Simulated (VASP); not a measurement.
Runs of VASP 6.6.1 on Zn. The structure is that of space group P6_3/mmc (No. 194), or close to it. The cells are those of the table. 

```csv
task,cell,smearing,gap on the mesh (eV),pressure (GPa)
single point,"a = 2.665, b = 2.665, c = 4.947 Å, angles 90.0, 90.0, 120.0°, 2 atoms",gaussian 0.05 eV,none,0.0
electric field gradients,"a = 2.674, b = 2.674, c = 4.963 Å, angles 90.0, 90.0, 120.0°, 2 atoms",fermi-dirac 0.03 eV,none,-0.7
electric field gradients,"a = 2.665, b = 2.665, c = 4.996 Å, angles 90.0, 90.0, 120.0°, 2 atoms",fermi-dirac 0.03 eV,none,(b)
electric field gradients,"a = 2.692, b = 2.692, c = 4.848 Å, angles 90.0, 90.0, 120.0°, 2 atoms",fermi-dirac 0.03 eV,none,-0.4
electric field gradients,"a = 2.638, b = 2.638, c = 4.947 Å, angles 90.0, 90.0, 120.0°, 2 atoms",fermi-dirac 0.03 eV,none,(a)
electric field gradients,"a = 2.647, b = 2.647, c = 4.913 Å, angles 90.0, 90.0, 120.0°, 2 atoms",fermi-dirac 0.03 eV,none,1.5
single point,"a = 2.665, b = 2.665, c = 4.947 Å, angles 90.0, 90.0, 120.0°, 2 atoms",methfessel-paxton 0.15 eV,none,0.0
```

Alike in all rows: level PBE; potentials or basis VASP PAW PBE potentials, release 64 (Zn); no spin polarisation; k mesh 18 × 18 × 8; cutoff (eV) 520.

Problem. Fill in the values left out.

Solution. (a) 1.7; (b) -0.6.

A gap of «none» marks levels without a gap at the run's occupations.
